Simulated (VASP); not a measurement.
# TaN (I4mm) in VASP: a series of runs

Runs on TaN. Level: PBE. Tasks: single point.

Program: VASP 6.6.1. These are calculated values, not measurements. Logs are shortened: lines on timing, memory, paths and dates and some standing lists are left out, and cuts for length are marked.

## 1. The cell of the first run

The structure is tetragonal, space group I4mm (No. 107). The conventional cell has a = 3.082 Å, b = 3.082 Å, c = 4.358 Å, α = 90.00°, β = 90.00°, γ = 90.00°. Within 2.8 Å of Ta (site symmetry 4mm) lie 6 N at 2.08 to 2.28 Å. N (site symmetry 4mm) has 6 Ta at 2.08 to 2.28 Å within 2.8 Å.

## 2. Single point, PBE

Contents of INCAR:

```
  PREC = Accurate
  ENCUT = 520
  EDIFF = 1E-7
  ISMEAR = 0
  SIGMA = 0.15
  LREAL = False
  LASPH = True
  NELM = 60
  ALGO = Normal
  ISIF = 2
  LWAVE = False
  LCHARG = False
  GGA = PE
  NBANDS = 15
```

Contents of KPOINTS:

```
Automatic mesh
0
Gamma
  18 18 18
```

Contents of POSCAR:

```
TaN
1.0
    0.0000000000      2.1790000000      2.1790000000
    2.1790000000      0.0000000000      2.1790000000
    2.1790000000      2.1790000000      0.0000000000
Ta N
1 1
Direct
    0.5000000000      0.5000000000      0.5000000000
    0.0229463056      0.0229463056     -0.0229463056
```

Potentials or basis: VASP PAW PBE potentials, release 64 (Ta_pv, N).

Run with:

```bash
$ cat potpaw_PBE.64/Ta_pv/POTCAR potpaw_PBE.64/N/POTCAR > POTCAR
$ mpirun -np 1 vasp_std > vasp.out
```

OUTCAR:

```text
PREC = Accurate
   ENCUT = 520
   EDIFF = 1E-7
   ISMEAR = 0
   LREAL = False
   LASPH = True
   NELM = 60
   ISIF = 2
   GGA = PE

 ion  position               nearest neighbor table
   1  0.500  0.500  0.500-   2 2.08   2 2.18   2 2.18   2 2.18   2 2.18   2 2.28
   2  0.023  0.023  0.977-   1 2.08   1 2.18   1 2.18   1 2.18   1 2.18   1 2.28

  LATTYP: Found a face centered cubic cell.
 ALAT       =     4.3580000000

  Lattice vectors:

 A1 = (   0.0000000000,   2.1790000000,   2.1790000000)
 A2 = (   2.1790000000,   0.0000000000,   2.1790000000)
 A3 = (   2.1790000000,   2.1790000000,   0.0000000000)

Analysis of symmetry for initial positions (statically):
=====================================================================
 Subroutine PRICEL returns:
 Original cell was already a primitive cell.

 Routine SETGRP: Setting up the symmetry group for a
 face centered cubic supercell.

 Subroutine GETGRP returns: Found  8 space group operations
 (whereof  8 operations were pure point group operations)
 out of a pool of 48 trial point group operations.

The static configuration has the point symmetry C_4v.

Analysis of symmetry for dynamics (positions and initial velocities):
=====================================================================
 Subroutine PRICEL returns:
 Original cell was already a primitive cell.

 Routine SETGRP: Setting up the symmetry group for a
 face centered cubic supercell.

 Subroutine GETGRP returns: Found  8 space group operations
 (whereof  8 operations were pure point group operations)
 out of a pool of 48 trial point group operations.

The dynamic configuration has the point symmetry C_4v.

 Subroutine INISYM returns: Found  8 space group operations
 (whereof  8 operations are pure point group operations),
 and found     1 'primitive' translations

----------------------------------------------------------------------------------------

                                     Primitive cell

  volume of cell :      20.6920

  direct lattice vectors                    reciprocal lattice vectors
     0.000000000  2.179000000  2.179000000    -0.229463056  0.229463056  0.229463056
     2.179000000  0.000000000  2.179000000     0.229463056 -0.229463056  0.229463056
     2.179000000  2.179000000  0.000000000     0.229463056  0.229463056 -0.229463056

  length of vectors
     3.081571352  3.081571352  3.081571352     0.397441672  0.397441672  0.397441672

  position of ions in fractional coordinates (direct lattice)
     0.500000000  0.500000000  0.500000000
     0.022946306  0.022946306  0.977053694

  ion indices of the primitive-cell ions
   primitive index   ion index
                 1           1
[... 80 lines left out ...]
   ISYM   =      2    0-nonsym 1-usesym 2-fastsym
   POTIM  = 0.5000    time-step for ionic-motion
   TEBEG  =    0.0;   TEEND  =   0.0 temperature during run
   PSTRESS=    0.0 pullay stress
   NELECT =      16.0000    total number of electrons
   NUPDOWN=      -1.0000    fix difference up-down
   EMIN   =  10.00;   EMAX   =-10.00  energy-range for DOS
   EFERMI =   0.00;   METHOD = LEGACY
   ISMEAR =     0;   SIGMA  =   0.15  broadening in eV -4-tet -1-fermi 0-gaus
   EFERMI_NEDOS =   21; number of points for ismear=-14 and -15
   IALGO  =     38    algorithm
   IMIX   =      4    mixing-type and parameters
     AMIX     =   0.40;   BMIX     =  1.00
     AMIX_MAG =   1.60;   BMIX_MAG =  1.00
  volume/ion in A,a.u.               =      10.35        69.82
  Fermi-wavevector in a.u.,A,eV,Ry     =   1.502615  2.839530 30.719922  2.257851
  Thomas-Fermi vector in A             =   2.613832
   LORBIT       =      0    0 simple, 1 ext, 2 COOP (PROOUT), +10 PAW based schemes
   GGA     = PE    functional components
   LHFCALC =     F    Hartree Fock is set to
   AEXX    =    0.0000 exact exchange contribution
   IVDW    =     0    specifies the selected vdW correction
   LEPSILON=     F    determine dielectric tensor
   LRPA    =     F    only Hartree local field effects (RPA)
 non-spin polarized calculation
 Gauss-broadening in eV      SIGMA  =   0.15
  energy-cutoff  :      520.00
  volume of cell :       20.69
 maximum number of plane-waves:       568
   NGX = 11   NGY = 11   NGZ = 11

 number of electron      16.0000000 magnetization

 Free energy of the ion-electron system (eV)
  ---------------------------------------------------
  ext. energy  EPLUGINS =         0.00000000
  ---------------------------------------------------
  free energy    TOTEN  =       -21.74250604 eV

  energy without entropy =      -21.73364914  energy(sigma->0) =      -21.73807759

 E-fermi :   9.8449     XC(G=0): -13.5844

 val. band max:        9.8421296588   @ k =   0.2778   0.0556   0.0000
 cond. band min:       9.8476261957   @ k =   0.3333   0.0000   0.0000
 fundamental gap:      0.0054965370
 Fermi energy:         9.8449166448

 k-point     1 :       0.0000    0.0000    0.0000
  band No.  band energies     occupation
      1     -25.8580      2.00000
      2     -25.8473      2.00000
      3     -25.8473      2.00000
      4      -9.2319      2.00000
      5       5.6733      2.00000
      6       5.6733      2.00000
      7       5.7172      2.00000
      8       7.6889      2.00000
      9       7.9884      2.00000
     10       7.9884      2.00000
     11       9.9430      0.35486
     12      10.2608      0.00009
     13      11.5861      0.00000
     14      19.2443      0.00000
[... 401 lines left out ...]
      2     -25.9469      2.00000
      3     -25.9320      2.00000
      4      -6.7294      2.00000
      5       0.1827      2.00000
      6       2.3769      2.00000
      7       2.6372      2.00000
      8       9.7958      1.35640
      9      11.1675      0.00000
     10      11.3296      0.00000
     11      14.8633      0.00000
     12      15.9185      0.00000
     13      16.9001      0.00000
     14      21.8297      0.00000
     15      22.3514      0.00000

 [... further k-points ...]
[... 5 lines left out ...]
  --------------------------------------------------------------------------------------
  -------------------------------------------------------------------------------------
  Total        2.0062743      2.0062743      2.7197746      0.0000000      0.0000000     -0.0000000
  in kB      155.3456929    155.3456929    210.5919709      0.0000000      0.0000000     -0.0000000
  external PRESSURE =     173.7611189 kB  Pullay stress =       0.0000000 kB

 VOLUME and BASIS-vectors are now :
 -----------------------------------------------------------------------------
  energy-cutoff  :      520.00
  volume of cell :       20.69
      direct lattice vectors                 reciprocal lattice vectors
     0.000000000  2.179000000  2.179000000    -0.229463056  0.229463056  0.229463056
     2.179000000  0.000000000  2.179000000     0.229463056 -0.229463056  0.229463056
     2.179000000  2.179000000  0.000000000     0.229463056  0.229463056 -0.229463056

 POSITION                                       TOTAL-FORCE (eV/Angst)
 -----------------------------------------------------------------------------------
      2.17900      2.17900      2.17900         0.000000      0.000000      0.983007
      2.17900      2.17900      0.10000         0.000000      0.000000     -0.983007
 -----------------------------------------------------------------------------------
    total drift:                               -0.000000     -0.000000      0.000019

  FREE ENERGIE OF THE ION-ELECTRON SYSTEM (eV)
  ---------------------------------------------------
  free  energy   TOTEN  =       -21.7425060403 eV

  energy  without entropy=      -21.7336491396  energy(sigma->0) =      -21.73807759
```

OSZICAR:

```text
N       E                     dE             d eps       ncg     rms          rms(c)
DAV:   1     0.895875442996E+02    0.89588E+02   -0.87130E+03 14416   0.113E+03
DAV:   2    -0.220869054543E+02   -0.11167E+03   -0.10535E+03 17823   0.305E+02
DAV:   3    -0.247606146151E+02   -0.26737E+01   -0.26597E+01 15996   0.446E+01
DAV:   4    -0.247708264847E+02   -0.10212E-01   -0.10208E-01 18940   0.295E+00
DAV:   5    -0.247708917468E+02   -0.65262E-04   -0.65261E-04 16235   0.209E-01    0.258E+01
DAV:   6    -0.218194454305E+02    0.29514E+01   -0.54500E+00 17690   0.266E+01    0.108E+01
DAV:   7    -0.217747935186E+02    0.44652E-01   -0.56703E-01 16521   0.605E+00    0.741E+00
DAV:   8    -0.217495091200E+02    0.25284E-01   -0.13188E-01 17200   0.307E+00    0.175E+00
DAV:   9    -0.217425858151E+02    0.69233E-02   -0.18865E-02 16409   0.112E+00    0.302E-01
DAV:  10    -0.217425548101E+02    0.31005E-04   -0.14115E-03 16815   0.407E-01    0.514E-02
DAV:  11    -0.217425072569E+02    0.47553E-04   -0.10079E-04 16367   0.120E-01    0.235E-02
DAV:  12    -0.217425064465E+02    0.81045E-06   -0.87504E-06 16801   0.287E-02    0.458E-03
DAV:  13    -0.217425060181E+02    0.42839E-06   -0.30347E-07 16813   0.490E-03    0.317E-03
DAV:  14    -0.217425060403E+02   -0.22257E-07   -0.23586E-08  9027   0.140E-03
   1 F= -.21742506E+02 E0= -.21738078E+02  d E =-.885690E-02
```

Run time: 79 s. Hardware: 1 thread of Intel Xeon Platinum 8375C at 2.90GHz (Ice Lake), shared host; peak memory 0.26 GiB.

Results:

```
Free energy            : -21.7425 eV
Pressure               : 17.4 GPa
Largest force          : 0.983 eV/Å
Band gap on the k mesh : zero (band 8 reaches 11.79 eV, above the bottom of band 9 at 7.95 eV)
```

Forces in eV/Å, atoms in the order of the input:
```
Ta   0.000  0.000  0.983
N    0.000  0.000 -0.983
```

Caveat: the cell differs from its parent crystal (all N atoms moved -0.100 Å, as atom 2 towards its neighbour atom 1 (Ta) at 2.179 Å); spin-orbit coupling is left out, which moves the levels of the heavy elements.

## 3. Single point, PBE

INCAR: that of step 2 with these lines changed.

```diff
@@ -2,3 +2,3 @@
   ENCUT = 520
-  EDIFF = 1E-7
+  EDIFF = 1E-6
   ISMEAR = 0
```

KPOINTS is that of step 2.

POSCAR: that of step 2 with these lines changed.

```diff
@@ -9,2 +9,2 @@
     0.5000000000      0.5000000000      0.5000000000
-    0.0229463056      0.0229463056     -0.0229463056
+   -0.0172097292     -0.0172097292      0.0172097292
```

Potentials or basis: VASP PAW PBE potentials, release 64 (Ta_pv, N).

Run with:

```bash
$ cat potpaw_PBE.64/Ta_pv/POTCAR potpaw_PBE.64/N/POTCAR > POTCAR
$ mpirun -np 1 vasp_std > vasp.out
```

It took 63 s on 1 thread of Intel Xeon Platinum 8375C at 2.90GHz (Ice Lake), shared host; peak memory 0.26 GiB.

Results (log left out):

```
Free energy            : -21.7636 eV
Pressure               : 16.6 GPa
Largest force          : 0.711 eV/Å
Band gap on the k mesh : zero (band 8 reaches 11.81 eV, above the bottom of band 9 at 7.86 eV)
```

Forces on the atoms (eV/Å):
```
Ta   0.000  0.000 -0.711
N    0.000  0.000  0.711
```

Stress tensor (GPa, compression positive):
```
15.51  0.00  0.00
 0.00 15.51  0.00
 0.00  0.00 18.64
```

Levels at points of the mesh, in eV from the Fermi level:
| k point | band 6 | band 7 | band 8 | band 9 | band 10 | band 11 |
| --- | --- | --- | --- | --- | --- | --- |
| (0.00, 0.00, 0.00) | -4.07 | -4.04 | -2.17 | -1.99 | -1.99 | 0.08 |
| (0.50, 0.00, 0.00) | -7.77 | -7.76 | 1.96 | 2.01 | 2.07 | 3.89 |
| (0.50, 0.50, 0.00) | -5.65 | -4.71 | -4.71 | 2.22 | 3.71 | 3.71 |
| (0.00, 0.50, 0.50) | -5.95 | -4.73 | -4.39 | 2.26 | 3.71 | 3.71 |

Caveat: the cell differs from its parent crystal (all N atoms moved +0.075 Å, as atom 2 towards its neighbour atom 1 (Ta) at 2.179 Å); spin-orbit coupling is left out, which moves the levels of the heavy elements.

## 4. Single point, PBE

Contents of INCAR:

```
SYSTEM = TaN
PREC = Accurate
ENCUT = 520
EDIFF = 1E-7
ISMEAR = 0
SIGMA = 0.15
LREAL = .FALSE.
LASPH = .TRUE.
NELM = 100
ALGO = Normal
ISIF = 2
LWAVE = .FALSE.
LCHARG = .FALSE.
GGA = PE
NBANDS = 15
```

Contents of KPOINTS:

```
Automatic mesh
0
G
  18 18 18
  0 0 0
```

POSCAR: that of step 3 with these lines changed.

```diff
@@ -9,2 +9,2 @@
     0.5000000000      0.5000000000      0.5000000000
-   -0.0172097292     -0.0172097292      0.0172097292
+    0.0114731528      0.0114731528     -0.0114731528
```

Run with:

```bash
$ cat potpaw_PBE.64/Ta_pv/POTCAR potpaw_PBE.64/N/POTCAR > POTCAR
$ mpirun -np 1 vasp_std > vasp.out
```

Run time: 73 s. Hardware: 1 thread of Intel Xeon Platinum 8375C at 2.90GHz (Ice Lake), shared host; peak memory 0.27 GiB.

Results (log left out):

```
Free energy            : -21.7782 eV
Pressure               : 16.0 GPa
Largest force          : 0.461 eV/Å
Band gap on the k mesh : zero (band 8 reaches 11.83 eV, above the bottom of band 9 at 7.76 eV)
```

Forces in eV/Å, atoms in the order of the input:
```
Ta   0.000  0.000  0.461
N    0.000  0.000 -0.461
```

Stress tensor (GPa, compression positive):
```
15.52  0.00  0.00
 0.00 15.52  0.00
 0.00  0.00 16.92
```

Levels at points of the mesh, in eV from the Fermi level:
```tsv
k point	band 6	band 7	band 8	band 9	band 10	band 11
(0.00, 0.00, 0.00)	-3.99	-3.97	-2.18	-2.10	-2.10	0.07
(0.50, 0.00, 0.00)	-7.78	-7.78	1.97	1.99	2.07	3.90
(0.50, 0.50, 0.00)	-5.66	-4.71	-4.71	2.21	3.70	3.70
(0.00, 0.50, 0.50)	-5.81	-4.72	-4.55	2.23	3.70	3.70
```

Caveat: the cell differs from its parent crystal (all N atoms moved -0.050 Å, as atom 2 towards its neighbour atom 1 (Ta) at 2.179 Å); spin-orbit coupling is left out, which moves the levels of the heavy elements.

[end of part 1 of 2]
